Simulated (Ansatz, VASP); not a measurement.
One calculation of SiGe, two programs

```
Si Ge
1.0
     3.93960    0.00000    0.00000
    -1.96980    3.41180    0.00000
     0.00000    0.00000    6.50783
Si Ge
2 2
Cartesian
  1.9698 1.1373 5.6918
  0.0000 2.2745 2.4379
  1.9698 1.1373 3.2565
  0.0000 2.2745 0.0025
```

Alike in both runs: task single point; functional PBEsol; k mesh 12 × 12 × 6; occupations gaussian, width 0.02 eV; no spin polarisation.

|  | VASP | Ansatz |
| --- | --- | --- |
| version | VASP 6.6.1 | Ansatz 0.2.0 |
| potentials or method | VASP PAW PBE potentials, release 64 (Si, Ge_d), cutoff 520 eV | scalar-relativistic, plane waves, PAW |
| valence electrons in the cell | 36 | 36 |

|  | VASP | Ansatz | Ansatz less VASP |
| --- | --- | --- | --- |
| gap on the k mesh at the Fermi level (eV) | 0.33 | 0.32 | -0.005 |
| least direct gap on the mesh (eV) | 0.33 | 0.32 | -0.005 |
| pressure (GPa) | -2.3 | -2.3 | +0.02 |

VASP's potentials were made for PBE, not for PBEsol.
